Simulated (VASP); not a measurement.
**Au: single point with PBE**

Au:

```
Au
1.0
     4.70444    0.00000    0.00000
     0.00000    2.87277    0.00000
     0.00000    0.00000    5.11088
Au
4
Direct
  0.25000 0.00000 0.17052
  0.75000 0.00000 0.82948
  0.25000 0.50000 0.68047
  0.75000 0.50000 0.31953
```

```json
{
  "Program": "VASP 6.6.1",
  "Task": "single point",
  "Functional": "PBE",
  "Potentials or basis": "VASP PAW PBE potentials, release 64 (Au)",
  "Cutoff": "520 eV",
  "k mesh": "4 × 6 × 4",
  "Occupations": "gaussian, width 0.1 eV",
  "Spin": "no spin polarisation"
}
```

```yaml
Pressure: 6.9 GPa
Largest_force: 0.401 eV/Å
Band_gap_on_the_k_mesh: zero (band 22 reaches 11.07 eV, above the bottom of band 23 at 7.30 eV)
```

Forces on the atoms (eV/Å):
```
Au   0.000  0.000  0.242
Au   0.000  0.000 -0.242
Au   0.000  0.000 -0.401
Au   0.000  0.000  0.401
```

Stress tensor (GPa, compression positive):
```
9.41 0.00 0.00
0.00 8.12 0.00
0.00 0.00 3.12
```

Levels at points of the mesh, in eV from the Fermi level:
```csv
k point,band 20,band 21,band 22,band 23,band 24,band 25
"(0.00, 0.00, 0.00)",-1.90,-1.80,-0.83,-0.06,1.24,3.10
"(0.50, 0.00, 0.00)",-2.60,-1.93,-1.93,0.46,0.46,3.45
"(0.00, 0.50, 0.00)",-2.05,-0.20,-0.19,3.82,3.99,5.81
"(0.50, 0.50, 0.00)",-1.87,0.99,0.99,1.04,1.04,6.40
"(0.00, 0.00, 0.50)",-2.95,-1.88,-1.88,2.99,3.21,3.28
"(0.50, 0.00, 0.50)",-2.58,-2.07,-2.07,-1.98,-1.98,9.97
"(0.00, 0.50, 0.50)",-1.78,0.34,0.41,1.30,1.40,6.12
"(0.50, 0.50, 0.50)",-1.89,0.37,0.37,0.43,0.43,3.92
```

Wall time 24 s on 1 thread of Intel(R) Xeon(R) 6975P-C (Granite Rapids) (shared host), peak memory 0.2 GiB.

Caveat: the k points lie up to 0.36 Å⁻¹ apart; spin-orbit coupling is left out, which moves the levels of the heavy elements.
